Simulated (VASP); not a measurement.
A run of VASP 6.6.1 is set up as follows.

The input INCAR:

```
  PREC = Accurate
  ENCUT = 600
  EDIFF = 1E-6
  ISMEAR = 0
  SIGMA = 0.1
  LREAL = False
  LASPH = True
  NELM = 60
  ALGO = Fast
  ISIF = 4
  LWAVE = False
  LCHARG = False
  GGA = PE
  IVDW = 12
  IBRION = 2
  NSW = 50
  EDIFFG = -0.01
```

KPOINTS

```
Automatic mesh
0
Gamma
  18 18 6
```

POSCAR

```
Li
1.0
    3.0452669488      0.0000000000      0.0000000000
   -1.5226334744      2.6372785389      0.0000000000
    0.0000000000      0.0000000000     10.0005334479
Li
4
Direct
    0.0000000000      0.0000000000      0.0000000000
    0.3333333333      0.6666666667      0.2500000000
    0.0000000000      0.0000000000      0.5000000000
    0.6666666667      0.3333333333      0.7500000000
```

Potentials or basis: VASP PAW PBE potentials, release 64 (Li_sv).

The run is started by

```sh
$ cat potpaw_PBE.64/Li_sv/POTCAR > POTCAR
$ mpirun -np 1 vasp_std > vasp.out
```

Problem. What does it give for the band gap on the k mesh?

Solution. Zero (bands 6 and 7 overlap by 4.06 eV).

Problem. What does it give for the dispersion energy per atom?

Solution. -0.171 eV.

Final structure:
```
Li
1.0
     3.04527    0.00000    0.00000
    -1.52263    2.63728    0.00000
     0.00000    0.00000   10.00053
Li
4
Direct
  0.00000 0.00000 0.00000
  0.33333 0.66667 0.25000
  0.00000 0.00000 0.50000
  0.66667 0.33333 0.75000
```

Caveat: the relaxation stopped at its first step, so nothing moved.
